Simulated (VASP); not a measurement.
A run of VASP 6.6.1 is set up as follows.

INCAR

```
SYSTEM = InO
PREC = Accurate
ENCUT = 520
EDIFF = 1E-6
ISMEAR = 0
SIGMA = 0.05
LREAL = .False.
LASPH = .True.
NELM = 80
ALGO = Normal
ISIF = 2
LWAVE = .False.
LCHARG = .True.
GGA = PE
IVDW = 12
LELF = .True.
LVHAR = .True.
NBANDS = 27
```

File KPOINTS:

```
Automatic mesh
0
Gamma
  12 12 2
  0 0 0
```

Contents of POSCAR:

```
InO
1.0
    3.5155277671      0.0000000000      0.0000000000
   -1.7577638836      3.0445363540      0.0000000000
    0.0000000000      0.0000000000     16.6446233437
In O
2 2
Direct
    0.6666666667      0.3333333333      0.5895266171
    0.6666666667      0.3333333333      0.4104733829
    0.0000000000      0.0000000000      0.6398766429
    0.0000000000      0.0000000000      0.3601233571
```

Potentials or basis: VASP PAW PBE potentials, release 64 (In_d, O).

The run is started by

```sh
$ cat potpaw_PBE.64/In_d/POTCAR potpaw_PBE.64/O/POTCAR > POTCAR
$ mpirun -np 1 vasp_std > vasp.out
```

Task: Estimate the largest force.

Result: 0.670 eV/Å.

Task: Predict the band gap on the k mesh.

Result: 0.28 eV (least direct gap 0.91 eV).

Task: Estimate the dispersion energy per atom.

Result: -0.134 eV.

Forces in eV/Å, atoms in the order of the input:
```
In   0.000  0.000  0.145
In   0.000  0.000 -0.145
O    0.000  0.000 -0.670
O    0.000  0.000  0.670
```

Caveat: the cell differs from its parent crystal (strain +0.025 along x and y, +0.050 along z); spin-orbit coupling is left out, which moves the levels of the heavy elements.
